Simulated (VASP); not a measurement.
Wanted: the native input for a VASP 6.6.1 run.

* Task: single point
* Functional: LDA
* Potentials or basis: VASP PAW LDA potentials, release 64 (Sr_sv, O)
* Cutoff: 520 eV
* k mesh: 8 × 8 × 8
* Occupations: fermi-dirac, width 0.02 eV
* Spin: no spin polarisation
* Dipole correction: no
* Further INCAR settings: ALGO = Normal; EDIFF = 1e-06; NBANDS = 15

The structure of SrO lies in POSCAR:

```
SrO
1.0
    0.0000000000      2.5954980000      2.5698000000
    2.5954980000      0.0000000000      2.5698000000
    2.5954980000      2.5954980000      0.0000000000
Sr O
1 1
Direct
    0.0000000000      0.0000000000      0.0000000000
    0.5000000000      0.5000000000      0.5000000000
```

This cell differs from its parent crystal: equal xx and yy strain of +1 %.

One way to write it, as run:

INCAR

```
SYSTEM = SrO
ALGO = Normal
EDIFF = 1E-6
ENCUT = 520
ISIF = 2
ISMEAR = -1
LASPH = .TRUE.
LCHARG = .FALSE.
LREAL = .FALSE.
LWAVE = .FALSE.
NBANDS = 15
NELM = 60
PREC = Accurate
SIGMA = 0.02
```

KPOINTS

```
k-points
0
G
  8 8 8
  0 0 0
```

Potentials or basis: VASP PAW LDA potentials, release 64 (Sr_sv, O).

Run with:

```bash
$ cat potpaw_LDA.64/Sr_sv/POTCAR potpaw_LDA.64/O/POTCAR > POTCAR
$ mpirun -np 1 vasp_std > vasp.out
```

Results of the run:

```
Pressure               : -5.1 GPa
Band gap on the k mesh : 3.07 eV (least direct gap 3.19 eV)
```

Caveat: the cell differs from its parent crystal (equal xx and yy strain of +1 %); the cell stands under tension.

It took 14 s on 1 thread of AMD EPYC 9R45 96-Core Processor (Zen 5), with other jobs on the host, peak memory 0.13 GiB.
